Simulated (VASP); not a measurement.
A run of VASP 6.6.1 is set up as follows.

File INCAR:

```
PREC = Accurate ; ENCUT = 520
EDIFF = 1E-6 ; ISMEAR = 0
SIGMA = 0.15 ; LREAL = False
LASPH = True ; NELM = 60
ALGO = Fast ; ISIF = 2
LWAVE = False ; LCHARG = False
GGA = PS ; NBANDS = 20
```

KPOINTS

```
regular mesh
0
Gamma
  18 18 12
```

POSCAR

```
TaRu
1.0
    1.7202868800     -2.3416130000      0.0000000000
    1.7202868800      2.3416130000      0.0000000000
    0.0000000000      0.0000000000      4.1624230000
Ta Ru
1 1
Direct
    0.5000000000      0.5000000000      0.5000000000
    0.0000000000      0.0000000000      0.0000000000
```

Potentials or basis: VASP PAW PBE potentials, release 64 (Ta_pv, Ru_pv).

Command:

```sh
$ cat potpaw_PBE.64/Ta_pv/POTCAR potpaw_PBE.64/Ru_pv/POTCAR > POTCAR
$ mpirun -np 1 vasp_std > vasp.out
```

(1) What does it give for the pressure?

Results:

(1) -16.7 GPa.

Caveat: the cell differs from its parent crystal (strain +0.0400 x Voigt [1, 0, 0, 0, 0, 0]); the PAW data sets were made with another functional, which shifts forces and pressure a little.
